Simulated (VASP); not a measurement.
Wanted: the native input for a VASP 6.6.1 run.

```yaml
Task: single point
Functional: PBE
Potentials_or_basis: VASP PAW PBE potentials, release 64 (In_d, Ge_d, S)
Cutoff: 520 eV
k_mesh: 6 × 6 × 4
Occupations: gaussian, width 0.1 eV
Spin: no spin polarisation
Dipole_correction: no
Further_INCAR_settings: ALGO = Normal; EDIFF = 1e-07; NBANDS = 34
```

The structure of In2GeS2 lies in POSCAR:

```
In2GeS2
1.0
    4.4466933844      0.0000000000      0.0000000000
   -2.2233466922      3.8509494337      0.0000000000
    0.0000000000      0.0000000000      6.7418991649
In Ge S
2 1 2
Direct
    0.3333333333      0.6666666667      0.2643287418
    0.3333333333      0.6666666667      0.7356712582
    0.0000000000      0.0000000000      0.5000000000
    0.6666666667      0.3333333333      0.0000000000
    0.0000000000      0.0000000000      0.0000000000
```

The input as run:

INCAR

```
SYSTEM = In2GeS2
PREC = Accurate
ENCUT = 520
EDIFF = 1E-7
ISMEAR = 0
SIGMA = 0.1
LREAL = .False.
LASPH = .True.
NELM = 100
ALGO = Normal
ISIF = 2
LWAVE = .False.
LCHARG = .False.
GGA = PE
NBANDS = 34
```

KPOINTS

```
regular mesh
0
Gamma
  6 6 4
  0 0 0
```

Potentials or basis: VASP PAW PBE potentials, release 64 (In_d, Ge_d, S).

Launch:

```sh
$ cat potpaw_PBE.64/In_d/POTCAR potpaw_PBE.64/Ge_d/POTCAR potpaw_PBE.64/S/POTCAR > POTCAR
$ mpirun -np 1 vasp_std > vasp.out
```

Results of the run:

```yaml
Pressure: -0.1 GPa
Largest_force: 0.005 eV/Å
Band_gap_on_the_k_mesh: zero (band 26 reaches 6.21 eV, above the bottom of band 27 at 5.32 eV)
```

Caveat: spin-orbit coupling is left out, which moves the levels of the heavy elements.

Run time: 56 s on 1 thread of AMD EPYC 9R45 96-Core Processor (Zen 5), on a shared host, peak memory 0.25 GiB.
